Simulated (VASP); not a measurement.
Input of a VASP 6.6.1 run:

File POSCAR:

```
Al
1.0
    0.0000000000      1.8139902088      1.8139902088
    1.8139902088      0.0000000000      1.8139902088
    1.8139902088      1.8139902088      0.0000000000
Al
1
Direct
    0.0000000000      0.0000000000      0.0000000000
```

Contents of INCAR.step1:

```
  PREC = Accurate
  ENCUT = 600
  ISMEAR = 0
  SIGMA = 0.1
  LREAL = False
  LASPH = True
  NELM = 60
  GGA = PE
  ALGO = Normal
  EDIFF = 1E-4
  LWAVE = True
  LCHARG = False
```

INCAR.step2

```
  PREC = Accurate
  ENCUT = 600
  EDIFF = 1E-6
  ISMEAR = 0
  SIGMA = 0.1
  LREAL = False
  LASPH = True
  NELM = 60
  ALGO = Normal
  ISIF = 3
  LWAVE = False
  LCHARG = False
  METAGGA = R2SCAN
  LMIXTAU = True
  IBRION = 2
  NSW = 70
  EDIFFG = -0.008
  PSTRESS = 600.0
  ISTART = 1
```

KPOINTS

```
Automatic mesh
0
Gamma
  20 20 20
```

Potentials or basis: VASP PAW PBE potentials, release 64 (Al).

Run with:

```sh
$ cat potpaw_PBE.64/Al/POTCAR > POTCAR
$ cp INCAR.step1 INCAR
$ mpirun -np 1 vasp_std > vasp.out
$ cp INCAR.step2 INCAR
$ mpirun -np 1 vasp_std > vasp.out
```

(1) What does it give for the space group after relaxing (to 0.05 Å)?

(2) Estimate the relaxed volume.

(3) What does it give for the relaxed cell?

## Answers

(1) Fm-3m (No. 225).

(2) 11.47 Å³/atom.

(3) a = 2.532 Å, b = 2.532 Å, c = 2.532 Å, α = 60.00°, β = 60.00°, γ = 60.00°.

Caveat: the cell is relaxed towards a set pressure, so the enthalpy falls and the energy may rise; the PAW data sets were made with another functional, which shifts forces and pressure a little.
